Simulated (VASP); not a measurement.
# ZnO (Pm-3m) in VASP: notebook

The runs below take ZnO through single point, with PBE-based screened hybrid with 20 % exact exchange, PBE-based screened hybrid with 50 % exact exchange, PBE-based screened hybrid with 5 % exact exchange, PBE-based screened hybrid with 10 % exact exchange, HSE06.

All numbers are computed with VASP 6.6.1; they aren't measurements. Logs are shortened: lines on timing, memory, paths and dates and some standing lists are left out, and cuts for length are marked.

**1. The cell of the first run**

It takes space group Pm-3m (No. 221, cubic). The conventional cell has a = 2.646 Å, b = 2.646 Å, c = 2.646 Å, α = 90.00°, β = 90.00°, γ = 90.00°. Within 3.0 Å of Zn (site symmetry m-3m) lie 8 O at 2.29 Å and 6 Zn at 2.65 Å. O (site symmetry m-3m) has 8 Zn at 2.29 Å and 6 O at 2.65 Å within 3.0 Å.

**2. Single point, PBE-based screened hybrid with 20 % exact exchange**

Contents of POSCAR:

```
ZnO
1.0
    2.6461709623      0.0000000000      0.0000000000
    0.0000000000      2.6461709623      0.0000000000
    0.0000000000      0.0000000000      2.6461709623
Zn O
1 1
Direct
    0.0000000000      0.0000000000      0.0000000000
    0.5000000000      0.5000000000      0.5000000000
```

Contents of INCAR.step1:

```
ALGO = Normal
EDIFF = 1E-5
ENCUT = 520
GGA = PE
ISIF = 2
ISMEAR = -1
LASPH = T
LCHARG = F
LREAL = F
LWAVE = T
NBANDS = 16
NELM = 100
PREC = Accurate
SIGMA = 0.02
```

Contents of INCAR.step2:

```
AEXX = 0.2
ALGO = Normal
EDIFF = 1E-6
ENCUT = 520
GGA = PE
HFSCREEN = 0.5
ISIF = 2
ISMEAR = -1
ISTART = 1
LASPH = T
LCHARG = F
LHFCALC = T
LREAL = F
LWAVE = F
NBANDS = 16
NELM = 100
PREC = Accurate
PRECFOCK = Normal
SIGMA = 0.02
```

Contents of KPOINTS:

```
k-points
0
Gamma
  4 4 4
```

Potentials or basis: VASP PAW PBE potentials, release 64 (Zn, O).

Command:

```bash
$ cat potpaw_PBE.64/Zn/POTCAR potpaw_PBE.64/O/POTCAR > POTCAR
$ cp INCAR.step1 INCAR
$ mpirun -np 1 vasp_std > vasp.out
$ cp INCAR.step2 INCAR
$ mpirun -np 1 vasp_std > vasp.out
```

OUTCAR:

```text
AEXX = 0.2
   EDIFF = 1E-6
   ENCUT = 520
   GGA = PE
   HFSCREEN = 0.5
   ISIF = 2
   ISMEAR = -1
   ISTART = 1
   LASPH = T
   LHFCALC = T
   LREAL = F
   NELM = 100
   PREC = Accurate
   PRECFOCK = Normal

 ion  position               nearest neighbor table
   1  0.000  0.000  0.000-   2 2.29   2 2.29   2 2.29   2 2.29   2 2.29   2 2.29   2 2.29   2 2.29

   2  0.500  0.500  0.500-   1 2.29   1 2.29   1 2.29   1 2.29   1 2.29   1 2.29   1 2.29   1 2.29

  LATTYP: Found a simple cubic cell.
 ALAT       =     2.6461709623

  Lattice vectors:

 A1 = (   2.6461709623,   0.0000000000,   0.0000000000)
 A2 = (   0.0000000000,   2.6461709623,   0.0000000000)
 A3 = (   0.0000000000,   0.0000000000,   2.6461709623)

Analysis of symmetry for initial positions (statically):
=====================================================================
 Subroutine PRICEL returns:
 Original cell was already a primitive cell.

 Routine SETGRP: Setting up the symmetry group for a
 simple cubic supercell.

 Subroutine GETGRP returns: Found 48 space group operations
 (whereof 48 operations were pure point group operations)
 out of a pool of 48 trial point group operations.

The static configuration has the point symmetry O_h .

Analysis of symmetry for dynamics (positions and initial velocities):
=====================================================================
 Subroutine PRICEL returns:
 Original cell was already a primitive cell.

 Routine SETGRP: Setting up the symmetry group for a
 simple cubic supercell.

 Subroutine GETGRP returns: Found 48 space group operations
 (whereof 48 operations were pure point group operations)
 out of a pool of 48 trial point group operations.

The dynamic configuration has the point symmetry O_h .

 Subroutine INISYM returns: Found 48 space group operations
 (whereof 48 operations are pure point group operations),
 and found     1 'primitive' translations

----------------------------------------------------------------------------------------

                                     Primitive cell

  volume of cell :      18.5291
[... 74 lines left out ...]
   EDIFF  = 0.1E-05   stopping-criterion for ELM
   LREAL  =      F    real-space projection
   EDIFFG = 0.1E-04   stopping-criterion for IOM
   NSW    =      0    number of steps for IOM
   IBRION =     -1    ionic relax: 0-MD 1-quasi-New 2-CG
   NFREE  =      0    steps in history (QN), initial steepest desc. (CG)
   ISIF   =      2    stress and relaxation
   ISYM   =      3    0-nonsym 1-usesym 2-fastsym
   POTIM  = 0.5000    time-step for ionic-motion
   TEBEG  =    0.0;   TEEND  =   0.0 temperature during run
   PSTRESS=    0.0 pullay stress
   NELECT =      18.0000    total number of electrons
   NUPDOWN=      -1.0000    fix difference up-down
   EMIN   =  10.00;   EMAX   =-10.00  energy-range for DOS
   EFERMI =   0.00;   METHOD = LEGACY
   ISMEAR =    -1;   SIGMA  =   0.02  broadening in eV -4-tet -1-fermi 0-gaus
   EFERMI_NEDOS =   21; number of points for ismear=-14 and -15
   IALGO  =     38    algorithm
   IMIX   =      1    mixing-type and parameters
     AMIX     =   0.40;   BMIX     =  1.00
     AMIX_MAG =   1.60;   BMIX_MAG =  1.00
  volume/ion in A,a.u.               =       9.26        62.52
  Fermi-wavevector in a.u.,A,eV,Ry     =   1.621366  3.063938 35.767379  2.628828
  Thomas-Fermi vector in A             =   2.715154
   LORBIT       =      0    0 simple, 1 ext, 2 COOP (PROOUT), +10 PAW based schemes
   GGA     = PE    functional components
   LHFCALC =     T    Hartree Fock is set to
   PRECFOCK=normal    Normal, Fast or Accurate (Low or Medium for compatibility)
   ENCUT4O =  -1.0   cutoff for four orbital integrals eV
   NKREDX  =     1    reduce k-point grid by
   NKREDY  =     1    reduce k-point grid by
   NKREDZ  =     1    reduce k-point grid by
   AEXX    =    0.2000 exact exchange contribution
   HFSCREEN=    0.5000 screening length (either q_TF or 0.3 A-1)
   HFSCREENC=   0.5000 screening length for correlation (either q_TF or 0.3 A-1)
   ENCUTFOCK=  -1.0 apply spherical cutoff to Coloumb kernel
   IVDW    =     0    specifies the selected vdW correction
   LEPSILON=     F    determine dielectric tensor
   LRPA    =     F    only Hartree local field effects (RPA)
 non-spin polarized calculation
  energy-cutoff  :      520.00
  volume of cell :       18.53
 maximum number of plane-waves:       507
 NGX is ok and might be reduce to    20
  NGX = 16; NGY = 16; NGZ = 16

 number of electron      18.0000025 magnetization

 Free energy of the ion-electron system (eV)
  ---------------------------------------------------
  ext. energy  EPLUGINS =         0.00000000
  ---------------------------------------------------
  free energy    TOTEN  =        -8.64398360 eV

  energy without entropy =       -8.64253071  energy(sigma->0) =       -8.64325716

 E-fermi :   3.1425     XC(G=0): -11.2206

 val. band max:        3.0882920512   @ k =   0.5000   0.0000   0.0000
 cond. band min:       3.1497762817   @ k =   0.0000   0.0000   0.0000
 fundamental gap:      0.0614842306
 Fermi energy:         3.1425125425

 k-point     1 :       0.0000    0.0000    0.0000
  band No.  band energies     occupation
      1     -16.9050      2.00000
      2      -4.4731      2.00000
      3      -4.4731      2.00000
      4      -3.3600      2.00000
      5      -3.3600      2.00000
      6      -3.3600      2.00000
[... 167 lines left out ...]
      3      -5.1659      2.00000
      4      -5.1659      2.00000
      5      -2.9937      2.00000
      6      -2.9937      2.00000
[... 8 lines left out ...]
     15      25.7127      0.00000
     16      25.7127      0.00000

------------------------ aborting loop because EDIFF is reached ----------------------------------------

  FORCE on cell =-STRESS in cart. coord.  units (eV):
  Direction    XX          YY          ZZ          XY          YZ          ZX
  --------------------------------------------------------------------------------------
  -------------------------------------------------------------------------------------
  Total        0.5404588      0.5404588      0.5404588     -0.0000000      0.0000000     -0.0000000
  in kB       46.7325496     46.7325496     46.7325496     -0.0000000      0.0000000     -0.0000000
  external PRESSURE =      46.7325496 kB  Pullay stress =       0.0000000 kB

 VOLUME and BASIS-vectors are now :
 -----------------------------------------------------------------------------
  energy-cutoff  :      520.00
  volume of cell :       18.53
      direct lattice vectors                 reciprocal lattice vectors
     2.646170962  0.000000000  0.000000000     0.377904532  0.000000000  0.000000000
     0.000000000  2.646170962  0.000000000     0.000000000  0.377904532  0.000000000
     0.000000000  0.000000000  2.646170962     0.000000000  0.000000000  0.377904532

 POSITION                                       TOTAL-FORCE (eV/Angst)
 -----------------------------------------------------------------------------------
      0.00000      0.00000      0.00000         0.000000      0.000000      0.000000
      1.32309      1.32309      1.32309         0.000000      0.000000      0.000000
 -----------------------------------------------------------------------------------
    total drift:                               -0.000001     -0.000000     -0.000001

  FREE ENERGIE OF THE ION-ELECTRON SYSTEM (eV)
  ---------------------------------------------------
  free  energy   TOTEN  =        -8.6439835996 eV

  energy  without entropy=       -8.6425307133  energy(sigma->0) =       -8.64325716
```

OUTCAR.step1:

```text
EDIFF = 1E-5
   ENCUT = 520
   GGA = PE
   ISIF = 2
   ISMEAR = -1
[... 395 lines left out ...]
 -----------------------------------------------------------------------------------
      0.00000      0.00000      0.00000         0.000000      0.000000      0.000000
      1.32309      1.32309      1.32309         0.000000      0.000000      0.000000
 -----------------------------------------------------------------------------------
    total drift:                                0.000000      0.000000      0.000000

  FREE ENERGIE OF THE ION-ELECTRON SYSTEM (eV)
  ---------------------------------------------------
  free  energy   TOTEN  =        -7.3972792864 eV

  energy  without entropy=       -7.3954996686  energy(sigma->0) =       -7.39638948
```

OSZICAR.step1:

```text
N       E                     dE             d eps       ncg     rms          rms(c)
DAV:   1     0.848701266648E+02    0.84870E+02   -0.99816E+03   344   0.175E+03
DAV:   2    -0.546704567425E+01   -0.90337E+02   -0.81459E+02   368   0.294E+02
DAV:   3    -0.918715809991E+01   -0.37201E+01   -0.37092E+01   320   0.582E+01
DAV:   4    -0.920188524877E+01   -0.14727E-01   -0.14726E-01   392   0.375E+00
DAV:   5    -0.920192047249E+01   -0.35224E-04   -0.35224E-04   352   0.175E-01    0.874E+00
DAV:   6    -0.744896755319E+01    0.17530E+01   -0.30167E+00   400   0.596E+01    0.614E+00
DAV:   7    -0.742768479836E+01    0.21283E-01   -0.58837E-01   328   0.113E+01    0.319E+00
DAV:   8    -0.740020827353E+01    0.27477E-01   -0.73329E-02   344   0.243E+00    0.645E-01
DAV:   9    -0.739724678135E+01    0.29615E-02   -0.35406E-03   432   0.115E+00    0.969E-02
DAV:  10    -0.739726557786E+01   -0.18797E-04   -0.72028E-04   360   0.232E-01    0.512E-02
DAV:  11    -0.739727969788E+01   -0.14120E-04   -0.29027E-05   376   0.568E-02    0.473E-03
DAV:  12    -0.739727928641E+01    0.41147E-06   -0.14720E-06   232   0.133E-02
   1 F= -.73972793E+01 E0= -.73963895E+01  d E =-.177962E-02
```

Wall time 70 s (1 thread of Intel Xeon 6975P-C (Granite Rapids), shared host); peak memory 0.23 GiB.

Results:

| Item | Value |
| --- | --- |
| Free energy | -8.6440 eV |
| Pressure | 4.7 GPa |
| Band gap on the k mesh | 0.06 eV (least direct gap 1.36 eV) |

Levels at points of the mesh, in eV from the valence-band top:
```csv
k point,band 5,band 6,band 7,band 8,band 9,band 10,band 11,band 12,band 13,band 14
"(0.00, 0.00, 0.00)",-6.45,-6.45,-1.30,-1.30,-1.30,0.06,15.12,15.12,19.27,19.27
"(0.50, 0.00, 0.00)",-7.06,-6.41,-5.25,0.00,0.00,6.06,7.86,17.06,17.06,18.22
"(0.50, 0.50, 0.00)",-6.61,-6.10,-5.31,-5.31,-0.13,3.49,11.48,11.48,17.00,23.05
"(0.50, 0.50, 0.50)",-6.08,-6.08,-1.67,-1.67,-1.67,6.28,6.28,6.28,11.11,22.62
```

Caveat: the k points lie up to 0.59 Å⁻¹ apart; the PAW data sets were made with another functional, which shifts forces and pressure a little. A k mesh can miss the band edges.

**3. Single point, PBE-based screened hybrid with 50 % exact exchange**

POSCAR is that of step 2.

Contents of INCAR.step1:

```
PREC = Accurate ; ENCUT = 520
EDIFF = 1E-5 ; ISMEAR = -1
SIGMA = 0.02 ; LREAL = F
LASPH = T ; NELM = 60
ALGO = Normal ; ISIF = 2
LWAVE = T ; GGA = PE
NBANDS = 16
```

Contents of INCAR.step2:

```
PREC = Accurate ; ENCUT = 520
EDIFF = 1E-7 ; ISMEAR = -1
SIGMA = 0.02 ; LREAL = F
LASPH = T ; NELM = 60
ALGO = Normal ; ISIF = 2
LWAVE = F ; LCHARG = T
GGA = PE ; LHFCALC = T
AEXX = 0.5 ; HFSCREEN = 0.1
PRECFOCK = Normal ; LELF = T
LVHAR = T ; ISTART = 1
NBANDS = 16
```

Contents of KPOINTS:

```
Automatic mesh
0
Gamma
  4 4 4
```

Potentials or basis: VASP PAW PBE potentials, release 64 (Zn, O).

Command:

```bash
$ cat potpaw_PBE.64/Zn/POTCAR potpaw_PBE.64/O/POTCAR > POTCAR
$ cp INCAR.step1 INCAR
$ mpirun -np 1 vasp_std > vasp.out
$ cp INCAR.step2 INCAR
$ mpirun -np 1 vasp_std > vasp.out
```

Wall time 97 s (1 thread of Intel Xeon 6975P-C (Granite Rapids), shared host); peak memory 0.23 GiB.

Results (log left out):

```
Free energy            : -13.0211 eV
Pressure               : -6.4 GPa
Band gap on the k mesh : 3.35 eV (least direct gap 4.71 eV)
```

Levels at points of the mesh, in eV from the valence-band top:
```
           k point  band 5  band 6  band 7  band 8  band 9  band 10  band 11  band 12  band 13  band 14
(0.00, 0.00, 0.00)   -8.35   -8.35   -1.35   -1.35   -1.35     3.35    18.59    18.59    23.83    23.83
(0.50, 0.00, 0.00)   -8.93   -8.32   -6.40    0.00    0.00     9.52    12.04    21.11    21.11    21.77
(0.50, 0.50, 0.00)   -8.45   -7.89   -5.77   -5.77   -0.09     6.98    15.65    15.65    20.68    27.70
(0.50, 0.50, 0.50)   -7.86   -7.86   -2.09   -2.09   -2.09     9.68     9.68     9.68    15.65    27.12
```

Caveat: the k points lie up to 0.59 Å⁻¹ apart; the PAW data sets were made with another functional, which shifts forces and pressure a little. A k mesh can miss the band edges.

[end of part 1 of 2]
